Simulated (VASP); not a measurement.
# Sb3Se (Cmmm) in VASP: notebook

Runs on Sb3Se. Level: PBE. Tasks: single point.

All numbers are computed with VASP 6.6.1; they aren't measurements. Logs are shortened: lines on timing, memory, paths and dates and some standing lists are left out, and cuts for length are marked.

**1. The cell of the first run**

It takes space group Cmmm (No. 65, orthorhombic). Conventional cell: a = 3.512 Å, b = 5.846 Å, c = 10.218 Å, α = 90.00°, β = 90.00°, γ = 90.00°. Sb (site symmetry mm2) has 4 Se at 2.91 to 3.73 Å and 8 Sb at 3.29 to 3.51 Å within 3.8 Å. Sb (site symmetry mmm) has 14 Sb at 3.29 to 4.04 Å within 4.3 Å. Within 3.8 Å of Se (site symmetry mmm) lie 8 Sb at 2.91 to 3.73 Å and 6 Se at 3.41 to 3.51 Å.

The cell was built from a structure type or drawn by symmetry, and may not be a known phase.

**2. Single point, PBE**

INCAR

```
PREC     = Accurate       # precision mode
ENCUT    = 520            # plane-wave cutoff, eV
EDIFF    = 1E-6           # SCF threshold, eV
ISMEAR   = 0              # smearing method
SIGMA    = 0.1            # smearing width, eV
LREAL    = F              # projectors in reciprocal space
LASPH    = T              # aspherical terms in the spheres
NELM     = 80             # most SCF steps
ALGO     = Normal         # electronic algorithm
ISIF     = 2              # what is computed and relaxed
LWAVE    = F              # write WAVECAR
LCHARG   = F              # write CHGCAR
GGA      = PE             # functional
NBANDS   = 18             # bands
```

KPOINTS

```
regular mesh
0
Gamma
  6 6 2
```

POSCAR

```
Sb3Se
1.0
    1.7559520345     -2.9228574305      0.0000000000
    1.7559520345      2.9228574305      0.0000000000
    0.0000000000      0.0000000000     10.2176174472
Sb Se
3 1
Direct
    0.5000000000      0.5000000000      0.7724414349
    0.0000000000      0.0000000000      0.5000000000
    0.5000000000      0.5000000000      0.2275585651
    0.0000000000      0.0000000000      0.0000000000
```

Potentials or basis: VASP PAW PBE potentials, release 64 (Sb, Se).

On the command line:

```console
> cat potpaw_PBE.64/Sb/POTCAR potpaw_PBE.64/Se/POTCAR > POTCAR
> mpirun -np 1 vasp_std > vasp.out
```

OUTCAR:

```text
PREC = Accurate
   ENCUT = 520
   EDIFF = 1E-6
   ISMEAR = 0
   LREAL = F
   LASPH = T
   NELM = 80
   ISIF = 2
   GGA = PE

 ion  position               nearest neighbor table
   1  0.500  0.500  0.772-   4 2.91   4 2.91   2 3.29   2 3.29
   2  0.000  0.000  0.500-   1 3.29   3 3.29   1 3.29   3 3.29
   3  0.500  0.500  0.228-   4 2.91   4 2.91   2 3.29   2 3.29
   4  0.000  0.000  0.000-   1 2.91   3 2.91   1 2.91   3 2.91

  LATTYP: Found a base centered orthorhombic cell.
 ALAT       =     3.5119040690
 B/A-ratio  =     1.6645428651
 C/A-ratio  =     2.9094238471

  Lattice vectors:

 A1 = (   1.7559520345,  -2.9228574305,   0.0000000000)
 A2 = (   1.7559520345,   2.9228574305,   0.0000000000)
 A3 = (   0.0000000000,   0.0000000000,  10.2176174472)

Analysis of symmetry for initial positions (statically):
=====================================================================
 Subroutine PRICEL returns:
 Original cell was already a primitive cell.

 Routine SETGRP: Setting up the symmetry group for a
 base centered orthorhombic supercell.

 Subroutine GETGRP returns: Found  8 space group operations
 (whereof  8 operations were pure point group operations)
 out of a pool of  8 trial point group operations.

The static configuration has the point symmetry D_2h.

Analysis of symmetry for dynamics (positions and initial velocities):
=====================================================================
 Subroutine PRICEL returns:
 Original cell was already a primitive cell.

 Routine SETGRP: Setting up the symmetry group for a
 base centered orthorhombic supercell.

 Subroutine GETGRP returns: Found  8 space group operations
 (whereof  8 operations were pure point group operations)
 out of a pool of  8 trial point group operations.

The dynamic configuration has the point symmetry D_2h.

 Subroutine INISYM returns: Found  8 space group operations
 (whereof  8 operations are pure point group operations),
 and found     1 'primitive' translations

----------------------------------------------------------------------------------------

                                     Primitive cell

  volume of cell :     104.8817

  direct lattice vectors                    reciprocal lattice vectors
     1.755952034 -2.922857431  0.000000000     0.284745819 -0.171065477  0.000000000
     1.755952034  2.922857431  0.000000000     0.284745819  0.171065477  0.000000000
     0.000000000  0.000000000 10.217617447     0.000000000  0.000000000  0.097870174

  length of vectors
     3.409759978  3.409759978 10.217617447     0.332180040  0.332180040  0.097870174

  position of ions in fractional coordinates (direct lattice)
     0.500000000  0.500000000  0.772441435
     0.000000000  0.000000000  0.500000000
     0.500000000  0.500000000  0.227558565
     0.000000000  0.000000000  0.000000000

  ion indices of the primitive-cell ions
   primitive index   ion index
                 1           1
                 2           2
                 3           3
                 4           4

----------------------------------------------------------------------------------------

 KPOINTS: regular mesh

Automatic generation of k-mesh.
 Grid dimensions read from file:
 generate k-points for:    6    6    2

 Generating k-lattice:

  Cartesian coordinates                     Fractional coordinates (reciprocal lattice)
     0.047457636 -0.028510913  0.000000000     0.166666667 -0.000000000  0.000000000
     0.047457636  0.028510913  0.000000000    -0.000000000  0.166666667  0.000000000
     0.000000000  0.000000000  0.048935087     0.000000000  0.000000000  0.500000000

  Length of vectors
     0.055363340  0.055363340  0.048935087

  Shift w.r.t. Gamma in fractional coordinates (k-lattice)
     0.000000000  0.000000000  0.000000000

 Subroutine IBZKPT returns following result:
 ===========================================

 Found     26 irreducible k-points:

 Following reciprocal coordinates:
            Coordinates               Weight
  0.000000  0.000000  0.000000      1.000000
  0.166667  0.000000  0.000000      4.000000
  0.333333  0.000000  0.000000      4.000000
  0.500000  0.000000  0.000000      2.000000
  0.166667  0.166667  0.000000      2.000000
  0.333333  0.166667  0.000000      4.000000
[... 16 lines left out ...]
  0.333333  0.333333  0.500000      2.000000
  0.500000  0.333333  0.500000      4.000000
 [... further k-points ...]
   k-points           NKPTS =     26   k-points in BZ     NKDIM =     26   number of bands    NBANDS=     18
   number of dos      NEDOS =    301   number of ions     NIONS =      4
   total plane-waves  NPLWV =  62720
   dimension x,y,z NGX =    28 NGY =   28 NGZ =   80
   dimension x,y,z NGXF=    56 NGYF=   56 NGZF=  160
   ions per type =               3   1
   NGX,Y,Z   is equivalent  to a cutoff of  13.65, 13.65, 13.02 a.u.
   NGXF,Y,Z  is equivalent  to a cutoff of  27.30, 27.30, 26.03 a.u.
 SYSTEM =  unknown system
   PREC   = accura    normal or accurate (medium, high low for compatibility)
   ISTART =      0    job   : 0-new  1-cont  2-samecut
   ICHARG =      2    charge: 1-file 2-atom 10-const
   ISPIN  =      1    spin polarized calculation?
   LNONCOLLINEAR =      F non collinear calculations
   LSORBIT =      F    spin-orbit coupling
   LASPH  =      T    aspherical Exc in radial PAW
   ENCUT  =  520.0 eV  38.22 Ry    6.18 a.u.   6.34  6.34 19.00*2*pi/ulx,y,z
   NELM   =     80;   NELMIN=  2; NELMDL= -5     # of ELM steps
   EDIFF  = 0.1E-05   stopping-criterion for ELM
   LREAL  =      F    real-space projection
   EDIFFG = 0.1E-04   stopping-criterion for IOM
   NSW    =      0    number of steps for IOM
   IBRION =     -1    ionic relax: 0-MD 1-quasi-New 2-CG
   NFREE  =      0    steps in history (QN), initial steepest desc. (CG)
   ISIF   =      2    stress and relaxation
   ISYM   =      2    0-nonsym 1-usesym 2-fastsym
   POTIM  = 0.5000    time-step for ionic-motion
   TEBEG  =    0.0;   TEEND  =   0.0 temperature during run
   PSTRESS=    0.0 pullay stress
   NELECT =      21.0000    total number of electrons
   NUPDOWN=      -1.0000    fix difference up-down
   EMIN   =  10.00;   EMAX   =-10.00  energy-range for DOS
   EFERMI =   0.00;   METHOD = LEGACY
   ISMEAR =     0;   SIGMA  =   0.10  broadening in eV -4-tet -1-fermi 0-gaus
   EFERMI_NEDOS =   21; number of points for ismear=-14 and -15
   IALGO  =     38    algorithm
   IMIX   =      4    mixing-type and parameters
     AMIX     =   0.40;   BMIX     =  1.00
     AMIX_MAG =   1.60;   BMIX_MAG =  1.00
  volume/ion in A,a.u.               =      26.22       176.94
  Fermi-wavevector in a.u.,A,eV,Ry     =   0.957741  1.809868 12.480179  0.917267
  Thomas-Fermi vector in A             =   2.086786
   LORBIT       =      0    0 simple, 1 ext, 2 COOP (PROOUT), +10 PAW based schemes
   GGA     = PE    functional components
   LHFCALC =     F    Hartree Fock is set to
   AEXX    =    0.0000 exact exchange contribution
   IVDW    =     0    specifies the selected vdW correction
   LEPSILON=     F    determine dielectric tensor
   LRPA    =     F    only Hartree local field effects (RPA)
 non-spin polarized calculation
 Gauss-broadening in eV      SIGMA  =   0.10
  energy-cutoff  :      520.00
  volume of cell :      104.88
 maximum number of plane-waves:      2856
 NGX is ok and might be reduce to    28
   NGX = 13   NGY = 13   NGZ = 37

 number of electron      21.0000001 magnetization

 Free energy of the ion-electron system (eV)
  ---------------------------------------------------
  ext. energy  EPLUGINS =         0.00000000
  ---------------------------------------------------
  free energy    TOTEN  =       -14.99122906 eV

  energy without entropy =      -14.97806033  energy(sigma->0) =      -14.98464470

 E-fermi :   7.2575     XC(G=0): -10.1064

 val. band max:        7.2440081855   @ k =   0.0000   0.0000   0.0000
 cond. band min:       7.2622081612   @ k =   0.5000   0.3333   0.5000
 fundamental gap:      0.0181999757
 Fermi energy:         7.2575344364

 k-point     1 :       0.0000    0.0000    0.0000
  band No.  band energies     occupation
      1      -7.0485      2.00000
      2      -4.4027      2.00000
      3      -4.1265      2.00000
      4      -1.5547      2.00000
      5       1.7831      2.00000
      6       6.9665      1.99996
[... 10 lines left out ...]
     17      13.3068      0.00000
     18      15.1292      0.00000

 k-point     2 :       0.1667    0.0000    0.0000
  band No.  band energies     occupation
      1      -6.7169      2.00000
      2      -3.9859      2.00000
      3      -3.6858      2.00000
      4      -1.2910      2.00000
      5       2.2343      2.00000
      6       5.0592      2.00000
[... 10 lines left out ...]
     17      14.6105      0.00000
     18      14.6927      0.00000

 k-point     3 :       0.3333    0.0000    0.0000
  band No.  band energies     occupation
      1      -5.8708      2.00000
      2      -2.8243      2.00000
      3      -2.4250      2.00000
      4      -0.9093      2.00000
      5       3.1148      2.00000
      6       3.2331      2.00000
[... 10 lines left out ...]
     17      13.3033      0.00000
     18      13.3712      0.00000

 k-point     4 :       0.5000    0.0000    0.0000
  band No.  band energies     occupation
      1      -5.2692      2.00000
      2      -1.7359      2.00000
      3      -1.1701      2.00000
      4      -1.1614      2.00000
      5       1.5707      2.00000
      6       1.9215      2.00000
[... 375 lines left out ...]
      4      -2.2708      2.00000
      5       3.8530      2.00000
      6       4.2142      2.00000
[... 10 lines left out ...]
     17      13.3878      0.00000
     18      13.7402      0.00000

 k-point    23 :       0.3333    0.3333    0.5000
  band No.  band energies     occupation
      1      -5.0905      2.00000
      2      -1.0342      2.00000
      3      -0.9196      2.00000
      4      -0.3038      2.00000
      5       2.7930      2.00000
      6       3.0234      2.00000
[... 10 lines left out ...]
     17      12.8836      0.00000
     18      13.6411      0.00000

 k-point    24 :       0.5000    0.3333    0.5000
  band No.  band energies     occupation
      1      -5.4595      2.00000
      2      -2.1085      2.00000
      3      -0.7351      2.00000
      4      -0.2098      2.00000
      5       2.5252      2.00000
      6       3.1472      2.00000
[... 10 lines left out ...]
     17      12.4807      0.00000
     18      13.1465      0.00000

 [... further k-points ...]

------------------------ aborting loop because EDIFF is reached ----------------------------------------

  FORCE on cell =-STRESS in cart. coord.  units (eV):
  Direction    XX          YY          ZZ          XY          YZ          ZX
  --------------------------------------------------------------------------------------
  -------------------------------------------------------------------------------------
  Total       -0.2448357      0.0466951     -0.1520881      0.0000000      0.0000000      0.0000000
  in kB       -3.7401182      0.7133160     -2.3233026      0.0000000      0.0000000      0.0000000
  external PRESSURE =      -1.7833683 kB  Pullay stress =       0.0000000 kB

 VOLUME and BASIS-vectors are now :
 -----------------------------------------------------------------------------
  energy-cutoff  :      520.00
  volume of cell :      104.88
      direct lattice vectors                 reciprocal lattice vectors
     1.755952034 -2.922857431  0.000000000     0.284745819 -0.171065477  0.000000000
     1.755952034  2.922857431  0.000000000     0.284745819  0.171065477  0.000000000
     0.000000000  0.000000000 10.217617447     0.000000000  0.000000000  0.097870174

 POSITION                                       TOTAL-FORCE (eV/Angst)
 -----------------------------------------------------------------------------------
      1.75595      0.00000      7.89251        -0.000000     -0.000000      0.040986
      0.00000      0.00000      5.10881        -0.000000     -0.000000      0.000000
      1.75595      0.00000      2.32511         0.000000     -0.000000     -0.040986
      0.00000      0.00000      0.00000        -0.000000      0.000000      0.000000
 -----------------------------------------------------------------------------------
    total drift:                               -0.000000      0.000000      0.000000

  FREE ENERGIE OF THE ION-ELECTRON SYSTEM (eV)
  ---------------------------------------------------
  free  energy   TOTEN  =       -14.9912290646 eV

  energy  without entropy=      -14.9780603312  energy(sigma->0) =      -14.98464470
```

It took 79 s on 1 thread of Intel Xeon 8259CL, shared host; peak memory 0.26 GiB.

Results:

```
Free energy            : -14.9912 eV
Pressure               : -0.2 GPa
Largest force          : 0.041 eV/Å
Band gap on the k mesh : zero (an odd number of electrons rules out a gap without spin polarisation)
```

Forces on the atoms (eV/Å):
```
Sb   0.000  0.000  0.041
Sb   0.000  0.000  0.000
Sb   0.000  0.000 -0.041
Se   0.000  0.000  0.000
```

Stress tensor (GPa, compression positive):
```
-0.37  0.00  0.00
 0.00  0.07  0.00
 0.00  0.00 -0.23
```

Levels at points of the mesh, in eV from the Fermi level:
| k point | band 7 | band 8 | band 9 | band 10 | band 11 | band 12 | band 13 | band 14 |
| --- | --- | --- | --- | --- | --- | --- | --- | --- |
| (0.00, 0.00, 0.00) | -0.27 | -0.01 | 0.86 | 3.16 | 3.44 | 4.23 | 4.45 | 4.61 |
| (0.50, 0.00, 0.00) | -3.26 | -2.93 | -1.82 | -0.97 | -0.67 | 0.98 | 1.54 | 1.69 |
| (0.50, 0.50, 0.00) | -4.22 | -3.34 | -1.80 | -1.67 | 0.69 | 0.75 | 0.94 | 1.11 |
| (0.00, 0.00, 0.50) | -0.28 | 0.86 | 2.70 | 3.32 | 3.39 | 4.24 | 4.40 | 4.55 |
| (0.50, 0.00, 0.50) | -4.37 | -4.31 | -0.76 | -0.33 | 0.35 | 0.60 | 1.88 | 1.94 |
| (0.50, 0.50, 0.50) | -2.96 | -2.49 | -2.08 | -1.77 | -1.32 | 0.17 | 2.18 | 2.27 |

Caveat: spin-orbit coupling is left out, which moves the levels of the heavy elements.

**3. Single point, PBE**

This run uses another cell than the first one, of 30.97 Å³/atom.

INCAR

```
SYSTEM = Sb3Se
PREC = Accurate
ENCUT = 520
EDIFF = 1E-6
ISMEAR = 0
SIGMA = 0.1
LREAL = .FALSE.
LASPH = .TRUE.
NELM = 60
ALGO = Normal
ISIF = 2
LWAVE = .FALSE.
LCHARG = .FALSE.
GGA = PE
NBANDS = 18
```

KPOINTS

```
regular mesh
0
G
  6 6 2
  0 0 0
```

POSCAR

```
Sb3Se
1.0
    2.0861822500     -2.6462479000      0.0000000000
    2.0861822500      2.6462479000      0.0000000000
    0.0000000000      0.0000000000     11.2187477600
Sb Se
3 1
Direct
    0.5000000000      0.5000000000      0.7518992400
    0.0000000000      0.0000000000      0.5000000000
    0.5000000000      0.5000000000      0.2481007600
    0.0000000000      0.0000000000      0.0000000000
```

Potentials or basis: VASP PAW PBE potentials, release 64 (Sb, Se).

On the command line:

```console
> cat potpaw_PBE.64/Sb/POTCAR potpaw_PBE.64/Se/POTCAR > POTCAR
> mpirun -np 1 vasp_std > vasp.out
```

Run time: 86 s. Hardware: 1 thread of Intel Xeon 8259CL, shared host; peak memory 0.26 GiB.

The run converged. Its results:

```yaml
Free_energy: -14.2200 eV
Pressure: -7.4 GPa
Largest_force: 0.114 eV/Å
Band_gap_on_the_k_mesh: zero (an odd number of electrons rules out a gap without spin polarisation)
```

Forces on the atoms (eV/Å):
```
Sb   0.000  0.000  0.114
Sb   0.000  0.000  0.000
Sb   0.000  0.000 -0.114
Se   0.000  0.000  0.000
```

Stress tensor (GPa, compression positive):
```
-7.85  0.00  0.00
 0.00 -6.26  0.00
 0.00  0.00 -8.05
```

Levels at points of the mesh, in eV from the Fermi level:
| k point | band 6 | band 7 | band 8 | band 9 | band 10 | band 11 | band 12 | band 13 | band 14 | band 15 |
| --- | --- | --- | --- | --- | --- | --- | --- | --- | --- | --- |
| (0.00, 0.00, 0.00) | -1.07 | -0.83 | 0.23 | 1.04 | 1.95 | 2.71 | 3.14 | 3.41 | 3.76 | 4.06 |
| (0.50, 0.00, 0.00) | -4.47 | -3.29 | -3.11 | -1.61 | -0.89 | 0.75 | 1.00 | 1.78 | 3.38 | 3.51 |
| (0.50, 0.50, 0.00) | -3.27 | -3.22 | -2.42 | -1.57 | -1.57 | -1.36 | -1.10 | -0.21 | 0.34 | 0.41 |
| (0.00, 0.00, 0.50) | -3.22 | 0.24 | 1.05 | 1.38 | 1.81 | 2.18 | 3.02 | 3.09 | 3.83 | 3.85 |
| (0.50, 0.00, 0.50) | -4.07 | -4.00 | -3.78 | -0.70 | 0.09 | 0.23 | 0.59 | 1.02 | 3.41 | 3.49 |
| (0.50, 0.50, 0.50) | -3.91 | -2.30 | -2.27 | -2.09 | -2.01 | -1.29 | -0.53 | -0.49 | 0.03 | 1.02 |

Caveat: the cell stands under tension; spin-orbit coupling is left out, which moves the levels of the heavy elements.
